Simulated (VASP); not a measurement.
Write the native input for VASP 6.6.1 that does the following.

```
Task                   : relaxation of cell and atoms
Functional             : PBE
Potentials or basis    : VASP PAW PBE potentials, release 64 (Sc_sv, Ge_d, Se)
Cutoff                 : 600 eV
k mesh                 : 4 × 4 × 4
Occupations            : gaussian, width 0.1 eV
Spin                   : no spin polarisation
Dipole correction      : no
Further INCAR settings : ALGO = Fast; EDIFF = 1e-07; IBRION = 2; EDIFFG = -0.04; NSW = 90; ISIF = 3
```

The structure of Sc2GeSe lies in POSCAR:

```
Sc2GeSe
1.0
    3.8920991558      0.0000000000      0.0000000000
    0.0000000000      3.8920991558      0.0000000000
    0.0000000000      0.0000000000      5.4806133046
Sc Ge Se
2 1 1
Direct
    0.5000000000      0.5000000000      0.0000000000
    0.0000000000      0.0000000000      0.5000000000
    0.5000000000      0.5000000000      0.5000000000
    0.0000000000      0.0000000000      0.0000000000
```

These files were run (other wordings do the same):

INCAR

```
SYSTEM = Sc2GeSe
PREC     = Accurate       ! precision mode
ENCUT    = 600            ! plane-wave cutoff, eV
EDIFF    = 1E-7           ! SCF threshold, eV
ISMEAR   = 0              ! smearing method
SIGMA    = 0.1            ! smearing width, eV
LREAL    = .FALSE.        ! projectors in reciprocal space
LASPH    = .TRUE.         ! aspherical terms in the spheres
NELM     = 60             ! most SCF steps
ALGO     = Fast           ! electronic algorithm
ISIF     = 3              ! what is computed and relaxed
LWAVE    = .FALSE.        ! write WAVECAR
LCHARG   = .FALSE.        ! write CHGCAR
GGA      = PE             ! functional
IBRION   = 2              ! ionic algorithm
NSW      = 90             ! ionic steps
EDIFFG   = -0.04          ! ionic threshold
```

KPOINTS

```
regular mesh
0
G
  4 4 4
  0 0 0
```

Potentials or basis: VASP PAW PBE potentials, release 64 (Sc_sv, Ge_d, Se).

Launch:

```console
$ cat potpaw_PBE.64/Sc_sv/POTCAR potpaw_PBE.64/Ge_d/POTCAR potpaw_PBE.64/Se/POTCAR > POTCAR
$ mpirun -np 1 vasp_std > vasp.out
```

Results of the run:

| Item | Value |
| --- | --- |
| Relaxed volume | 20.82 Å³/atom |
| Relaxed cell | a = 3.894 Å, b = 3.894 Å, c = 5.492 Å, α = 90.00°, β = 90.00°, γ = 90.00° |
| Space group after relaxing (to 0.1 Å) | P4/mmm (No. 123) |
| Energy gained by relaxing | 0.0 meV/atom |
| Ionic steps | 2 |
| Pressure after relaxing | -0.1 GPa |
| Band gap on the k mesh | zero (bands 21 and 22 overlap by 1.48 eV) |

Caveat: the k points lie up to 0.40 Å⁻¹ apart in the final cell, too coarse for converged energies and pressures of a metal.

Wall time 3 min on 1 thread of Oxide Virtual Turin-like Processor (shared host), peak memory 0.21 GiB.
